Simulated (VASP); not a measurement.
# SiSe3 (P6_3/mmc) in VASP: a series of runs

Runs on SiSe3. Level: PBE. Tasks: single point, relaxation of cell and atoms.

Everything below comes from runs of VASP 6.6.1. Logs are shortened: lines on timing, memory, paths and dates and some standing lists are left out, and cuts for length are marked.

**1. The cell of the first run**

It takes space group P6_3/mmc (No. 194, hexagonal). The conventional cell has a = 5.990 Å, b = 5.990 Å, c = 5.240 Å, α = 90.00°, β = 90.00°, γ = 120.00°. Si (site symmetry -6m2) has 12 Se at 3.00 to 3.08 Å within 3.9 Å. Se (site symmetry mm2) has 8 Se at 2.79 to 3.21 Å and 4 Si at 3.00 to 3.08 Å within 3.7 Å.

**2. Single point, PBE**

File INCAR:

```
PREC     = Accurate       # precision mode
ENCUT    = 520            # plane-wave cutoff, eV
EDIFF    = 1E-7           # SCF threshold, eV
ISMEAR   = 0              # smearing method
SIGMA    = 0.1            # smearing width, eV
LREAL    = False          # projectors in reciprocal space
LASPH    = True           # aspherical terms in the spheres
NELM     = 80             # most SCF steps
ALGO     = Normal         # electronic algorithm
ISIF     = 2              # what is computed and relaxed
LWAVE    = False          # write WAVECAR
LCHARG   = False          # write CHGCAR
GGA      = PE             # functional
NBANDS   = 32             # bands
```

File KPOINTS:

```
regular mesh
0
Gamma
  9 9 8
```

File POSCAR:

```
SiSe3
1.0
    5.9895126740      0.0000000000      0.0000000000
   -2.9947563370      5.1870701320      0.0000000000
    0.0000000000      0.0000000000      5.2404771575
Si Se
2 6
Direct
    0.3333333333      0.6666666667      0.2500000000
    0.6666666667      0.3333333333      0.7500000000
    0.8218361575      0.6436723150      0.2500000000
    0.1781638425      0.8218361575      0.7500000000
    0.3563276850      0.1781638425      0.2500000000
    0.1781638425      0.3563276850      0.7500000000
    0.8218361575      0.1781638425      0.2500000000
    0.6436723150      0.8218361575      0.7500000000
```

Potentials or basis: VASP PAW PBE potentials, release 64 (Si, Se).

Launch:

```console
> cat potpaw_PBE.64/Si/POTCAR potpaw_PBE.64/Se/POTCAR > POTCAR
> mpirun -np 1 vasp_std > vasp.out
```

OUTCAR:

```text
PREC = Accurate
   ENCUT = 520
   EDIFF = 1E-7
   ISMEAR = 0
   LREAL = False
   LASPH = True
   NELM = 80
   ISIF = 2
   GGA = PE

 ion  position               nearest neighbor table
   1  0.333  0.667  0.250-
   2  0.667  0.333  0.750-
   3  0.822  0.644  0.250-   5 2.79   7 2.79
   4  0.178  0.822  0.750-   8 2.79   6 2.79
   5  0.356  0.178  0.250-   7 2.79   3 2.79
   6  0.178  0.356  0.750-   4 2.79   8 2.79
   7  0.822  0.178  0.250-   5 2.79   3 2.79
   8  0.644  0.822  0.750-   4 2.79   6 2.79

  LATTYP: Found a hexagonal cell.
 ALAT       =     5.9895126740
 C/A-ratio  =     0.8749421602

  Lattice vectors:

 A1 = (   5.9895126740,   0.0000000000,   0.0000000000)
 A2 = (  -2.9947563370,   5.1870701320,   0.0000000000)
 A3 = (   0.0000000000,   0.0000000000,   5.2404771575)

Analysis of symmetry for initial positions (statically):
=====================================================================
 Subroutine PRICEL returns:
 Original cell was already a primitive cell.

 Routine SETGRP: Setting up the symmetry group for a
 hexagonal supercell.

 Subroutine GETGRP returns: Found 24 space group operations
 (whereof 12 operations were pure point group operations)
 out of a pool of 24 trial point group operations.

The static configuration has the point symmetry D_3d.
 The point group associated with its full space group is D_6h.

Analysis of symmetry for dynamics (positions and initial velocities):
=====================================================================
 Subroutine PRICEL returns:
 Original cell was already a primitive cell.

 Routine SETGRP: Setting up the symmetry group for a
 hexagonal supercell.

 Subroutine GETGRP returns: Found 24 space group operations
 (whereof 12 operations were pure point group operations)
 out of a pool of 24 trial point group operations.

The dynamic configuration has the point symmetry D_3d.
 The point group associated with its full space group is D_6h.

 Subroutine INISYM returns: Found 24 space group operations
 (whereof 12 operations are pure point group operations),
 and found     1 'primitive' translations

----------------------------------------------------------------------------------------

                                     Primitive cell

  volume of cell :     162.8113

  direct lattice vectors                    reciprocal lattice vectors
     5.989512674  0.000000000  0.000000000     0.166958491  0.096393530  0.000000000
    -2.994756337  5.187070132  0.000000000     0.000000000  0.192787060  0.000000000
     0.000000000  0.000000000  5.240477157     0.000000000  0.000000000  0.190822318

  length of vectors
     5.989512674  5.989512674  5.240477157     0.192787060  0.192787060  0.190822318

  position of ions in fractional coordinates (direct lattice)
     0.333333333  0.666666667  0.250000000
     0.666666667  0.333333333  0.750000000
     0.821836158  0.643672315  0.250000000
     0.178163842  0.821836158  0.750000000
     0.356327685  0.178163842  0.250000000
     0.178163842  0.356327685  0.750000000
     0.821836158  0.178163842  0.250000000
     0.643672315  0.821836158  0.750000000

  ion indices of the primitive-cell ions
   primitive index   ion index
                 1           1
                 2           2
                 3           3
                 4           4
                 5           5
                 6           6
                 7           7
                 8           8

----------------------------------------------------------------------------------------

 KPOINTS: regular mesh

Automatic generation of k-mesh.
 Grid dimensions read from file:
 generate k-points for:    9    9    8

 Generating k-lattice:

  Cartesian coordinates                     Fractional coordinates (reciprocal lattice)
     0.018550943  0.010710392  0.000000000     0.111111111  0.000000000  0.000000000
     0.000000000  0.021420784  0.000000000     0.000000000  0.111111111  0.000000000
     0.000000000  0.000000000  0.023852790     0.000000000  0.000000000  0.125000000

  Length of vectors
     0.021420784  0.021420784  0.023852790

  Shift w.r.t. Gamma in fractional coordinates (k-lattice)
     0.000000000  0.000000000  0.000000000

 Subroutine IBZKPT returns following result:
 ===========================================

 Found     60 irreducible k-points:

 Following reciprocal coordinates:
            Coordinates               Weight
  0.000000  0.000000  0.000000      1.000000
  0.111111 -0.000000  0.000000      6.000000
  0.222222 -0.000000  0.000000      6.000000
  0.333333 -0.000000  0.000000      6.000000
  0.444444 -0.000000  0.000000      6.000000
  0.111111  0.111111  0.000000      6.000000
[... 16 lines left out ...]
  0.333333  0.222222  0.125000     24.000000
  0.333333  0.333333  0.125000      4.000000
 [... further k-points ...]
   k-points           NKPTS =     60   k-points in BZ     NKDIM =     60   number of bands    NBANDS=     32
   number of dos      NEDOS =    301   number of ions     NIONS =      8
   total plane-waves  NPLWV =  92160
   dimension x,y,z NGX =    48 NGY =   48 NGZ =   40
   dimension x,y,z NGXF=    96 NGYF=   96 NGZF=   80
   ions per type =               2   6
   NGX,Y,Z   is equivalent  to a cutoff of  13.32, 13.32, 12.69 a.u.
   NGXF,Y,Z  is equivalent  to a cutoff of  26.65, 26.65, 25.38 a.u.
 SYSTEM =  unknown system
   PREC   = accura    normal or accurate (medium, high low for compatibility)
   ISTART =      0    job   : 0-new  1-cont  2-samecut
   ICHARG =      2    charge: 1-file 2-atom 10-const
   ISPIN  =      1    spin polarized calculation?
   LNONCOLLINEAR =      F non collinear calculations
   LSORBIT =      F    spin-orbit coupling
   LASPH  =      T    aspherical Exc in radial PAW
   ENCUT  =  520.0 eV  38.22 Ry    6.18 a.u.  11.14 11.14  9.74*2*pi/ulx,y,z
   NELM   =     80;   NELMIN=  2; NELMDL= -5     # of ELM steps
   EDIFF  = 0.1E-06   stopping-criterion for ELM
   LREAL  =      F    real-space projection
   EDIFFG = 0.1E-05   stopping-criterion for IOM
   NSW    =      0    number of steps for IOM
   IBRION =     -1    ionic relax: 0-MD 1-quasi-New 2-CG
   NFREE  =      0    steps in history (QN), initial steepest desc. (CG)
   ISIF   =      2    stress and relaxation
   ISYM   =      2    0-nonsym 1-usesym 2-fastsym
   POTIM  = 0.5000    time-step for ionic-motion
   TEBEG  =    0.0;   TEEND  =   0.0 temperature during run
   PSTRESS=    0.0 pullay stress
   NELECT =      44.0000    total number of electrons
   NUPDOWN=      -1.0000    fix difference up-down
   EMIN   =  10.00;   EMAX   =-10.00  energy-range for DOS
   EFERMI =   0.00;   METHOD = LEGACY
   ISMEAR =     0;   SIGMA  =   0.10  broadening in eV -4-tet -1-fermi 0-gaus
   EFERMI_NEDOS =   21; number of points for ismear=-14 and -15
   IALGO  =     38    algorithm
   IMIX   =      4    mixing-type and parameters
     AMIX     =   0.40;   BMIX     =  1.00
     AMIX_MAG =   1.60;   BMIX_MAG =  1.00
  volume/ion in A,a.u.               =      20.35       137.34
  Fermi-wavevector in a.u.,A,eV,Ry     =   1.058435  2.000152 15.242402  1.120285
  Thomas-Fermi vector in A             =   2.193744
   LORBIT       =      0    0 simple, 1 ext, 2 COOP (PROOUT), +10 PAW based schemes
   GGA     = PE    functional components
   LHFCALC =     F    Hartree Fock is set to
   AEXX    =    0.0000 exact exchange contribution
   IVDW    =     0    specifies the selected vdW correction
   LEPSILON=     F    determine dielectric tensor
   LRPA    =     F    only Hartree local field effects (RPA)
 non-spin polarized calculation
 Gauss-broadening in eV      SIGMA  =   0.10
  energy-cutoff  :      520.00
  volume of cell :      162.81
 maximum number of plane-waves:      4423
 NGX is ok and might be reduce to    48
   NGX = 23   NGY = 23   NGZ = 19

 number of electron      44.0000000 magnetization

 Free energy of the ion-electron system (eV)
  ---------------------------------------------------
  ext. energy  EPLUGINS =         0.00000000
  ---------------------------------------------------
  free energy    TOTEN  =       -26.99703601 eV

  energy without entropy =      -26.97529715  energy(sigma->0) =      -26.98616658

 E-fermi :   5.7679     XC(G=0): -10.3674

 val. band max:        5.7579284804   @ k =   0.1111   0.1111   0.0000
 cond. band min:       5.7741078119   @ k =   0.2222   0.2222   0.1250
 fundamental gap:      0.0161793315
 Fermi energy:         5.7678747738

 k-point     1 :       0.0000    0.0000    0.0000
  band No.  band energies     occupation
      1      -9.9807      2.00000
      2      -8.0264      2.00000
      3      -6.8847      2.00000
      4      -6.8847      2.00000
      5      -6.1454      2.00000
      6      -6.1454      2.00000
[... 24 lines left out ...]
     31      10.5108      0.00000
     32      10.5108      0.00000

 k-point     2 :       0.1111   -0.0000    0.0000
  band No.  band energies     occupation
      1      -9.9277      2.00000
      2      -8.0335      2.00000
      3      -7.0278      2.00000
      4      -6.9319      2.00000
      5      -6.1490      2.00000
      6      -6.1007      2.00000
[... 24 lines left out ...]
     31      10.1863      0.00000
     32      10.5213      0.00000
[... 733 lines left out ...]
     31       8.9362      0.00000
     32       9.1277      0.00000

 k-point    24 :       0.3333    0.3333    0.1250
  band No.  band energies     occupation
      1      -8.7447      2.00000
      2      -8.7447      2.00000
      3      -8.2900      2.00000
      4      -6.4518      2.00000
      5      -6.4518      2.00000
      6      -6.3535      2.00000
[... 24 lines left out ...]
     31       9.0735      0.00000
     32       9.0735      0.00000

 [... further k-points ...]

------------------------ aborting loop because EDIFF is reached ----------------------------------------

  FORCE on cell =-STRESS in cart. coord.  units (eV):
  Direction    XX          YY          ZZ          XY          YZ          ZX
  --------------------------------------------------------------------------------------
  -------------------------------------------------------------------------------------
  Total        0.0017332      0.0017332     -0.0029133      0.0000000      0.0000000      0.0000000
  in kB        0.0170557      0.0170557     -0.0286693      0.0000000      0.0000000      0.0000000
  external PRESSURE =       0.0018140 kB  Pullay stress =       0.0000000 kB

 VOLUME and BASIS-vectors are now :
 -----------------------------------------------------------------------------
  energy-cutoff  :      520.00
  volume of cell :      162.81
      direct lattice vectors                 reciprocal lattice vectors
     5.989512674  0.000000000  0.000000000     0.166958491  0.096393530  0.000000000
    -2.994756337  5.187070132  0.000000000     0.000000000  0.192787060  0.000000000
     0.000000000  0.000000000  5.240477157     0.000000000  0.000000000  0.190822318

 POSITION                                       TOTAL-FORCE (eV/Angst)
 -----------------------------------------------------------------------------------
     -0.00000      3.45805      1.31012        -0.000000      0.000000     -0.000000
      2.99476      1.72902      3.93036         0.000000     -0.000000     -0.000000
      2.99476      3.33877      1.31012        -0.000000     -0.001076      0.000000
     -1.39408      4.26292      3.93036         0.000932     -0.000538      0.000000
      1.60067      0.92415      1.31012         0.000932      0.000538     -0.000000
      0.00000      1.84830      3.93036         0.000000      0.001076      0.000000
      4.38884      0.92415      1.31012        -0.000932      0.000538      0.000000
      1.39408      4.26292      3.93036        -0.000932     -0.000538      0.000000
 -----------------------------------------------------------------------------------
    total drift:                               -0.000000      0.000000      0.000000

  FREE ENERGIE OF THE ION-ELECTRON SYSTEM (eV)
  ---------------------------------------------------
  free  energy   TOTEN  =       -26.9970360098 eV

  energy  without entropy=      -26.9752971515  energy(sigma->0) =      -26.98616658
```

Wall time 4.6 min (1 thread of Intel Xeon Platinum 8175M at 2.50GHz (Skylake/Cascade Lake), shared host); peak memory 0.42 GiB.

What came out:

| Property | Result |
| --- | --- |
| Free energy | -26.9970 eV |
| Pressure | 0.0 GPa |
| Band gap on the k mesh | zero (band 22 reaches 6.72 eV, above the bottom of band 23 at 4.46 eV) |

Levels at points of the mesh, in eV from the Fermi level:
```tsv
k point	band 19	band 20	band 21	band 22	band 23	band 24	band 25	band 26
(0.00, 0.00, 0.00)	-1.22	-1.22	-0.30	0.62	0.62	1.37	1.73	1.99
(0.00, 0.00, 0.50)	-0.28	-0.28	0.56	0.56	1.39	1.39	1.39	1.39
```

(Part 1 of 2 ends here.)
